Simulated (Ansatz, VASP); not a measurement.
**Two plane-wave programs on CdTe**

```
CELL_PARAMETERS angstrom
0.00000 3.27996 3.27996
3.27996 0.00000 3.27996
3.27996 3.27996 0.00000
ATOMIC_POSITIONS crystal
Cd 0.00000 0.00000 0.00000
Te 0.25000 0.25000 0.25000
```

Alike in both runs: task single point; functional r2SCAN; k mesh 6 × 6 × 6; no spin polarisation.

|  | VASP | Ansatz |
| --- | --- | --- |
| version | VASP 6.6.1 | Ansatz 0.2.0 |
| potentials or method | VASP PAW PBE potentials, release 64 (Cd, Te) | plane waves, PAW |
| plane-wave cutoff (eV) | 520 | 500 |
| occupations | gaussian, width 0.01 eV | fixed |
| valence electrons in the cell | 18 | 36 |

Ansatz gave:

```
gap on the k mesh at the Fermi level (eV) : 1.16
```

Q: Estimate VASP's values.

A: gap on the k mesh at the Fermi level (eV): 1.15.

VASP's potentials were made for PBE, not for r2SCAN. VASP's potentials hold 18 valence electrons a cell and Ansatz's 36, so a difference there can come from the potentials and not from the codes.

Neither program's run includes spin-orbit coupling.
